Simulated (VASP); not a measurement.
# SiO2: single point with PBE

The system is SiO2.

```xyz
6
Lattice="-1.7022 1.7022 4.3581 1.7022 -1.7022 4.3581 1.7022 1.7022 -4.3581" Properties=species:S:1:pos:R:3 pbc="T T T"
Si    0.0000    0.0000    0.0000
Si    0.0000    1.7022    2.1791
O     0.0000    1.7022    3.9685
O     0.0000    0.0000    1.7894
O     0.0000    1.7022    0.3896
O     0.0000    0.0000    6.9268
```

```json
{
  "Program": "VASP 6.6.1",
  "Task": "single point",
  "Functional": "PBE",
  "Potentials or basis": "VASP PAW PBE potentials, release 64 (Si, O)",
  "Cutoff": "520 eV",
  "k mesh": "8 × 8 × 8",
  "Occupations": "gaussian, width 0.1 eV",
  "Spin": "no spin polarisation"
}
```

| Item | Value |
| --- | --- |
| Pressure | 15.5 GPa |
| Largest force | 0.262 eV/Å |
| Band gap on the k mesh | 6.57 eV, indirect (least direct gap 7.17 eV) |

Forces in eV/Å, atoms in the order of the input:
```
Si   0.000  0.000  0.000
Si   0.000  0.000  0.000
O    0.000  0.000  0.262
O    0.000  0.000  0.262
O    0.000  0.000 -0.262
O    0.000  0.000 -0.262
```

Stress tensor (GPa, compression positive):
```
20.07  0.00  0.00
 0.00 20.07  0.00
 0.00  0.00  6.45
```

Levels at points of the mesh, in eV from the valence-band top:
| k point | band 13 | band 14 | band 15 | band 16 | band 17 | band 18 | band 19 | band 20 |
| --- | --- | --- | --- | --- | --- | --- | --- | --- |
| (0.00, 0.00, 0.00) | -1.00 | -1.00 | -0.59 | -0.59 | 6.57 | 9.14 | 11.02 | 11.11 |
| (0.50, 0.00, 0.00) | -1.99 | -1.96 | -1.24 | -1.22 | 8.92 | 9.49 | 11.09 | 11.81 |
| (0.50, 0.50, 0.00) | -2.14 | -2.14 | -0.10 | -0.10 | 10.07 | 10.07 | 11.37 | 11.37 |
| (0.50, 0.50, 0.50) | -2.24 | -2.24 | -0.35 | -0.35 | 7.75 | 7.75 | 10.15 | 10.15 |

Wall time 110 s on 1 thread of Intel(R) Xeon(R) Platinum 8488C (Sapphire Rapids) (shared host), peak memory 0.25 GiB.

A k mesh can miss the band edges. PBE gaps usually lie below the measured ones, often by a third to a half.
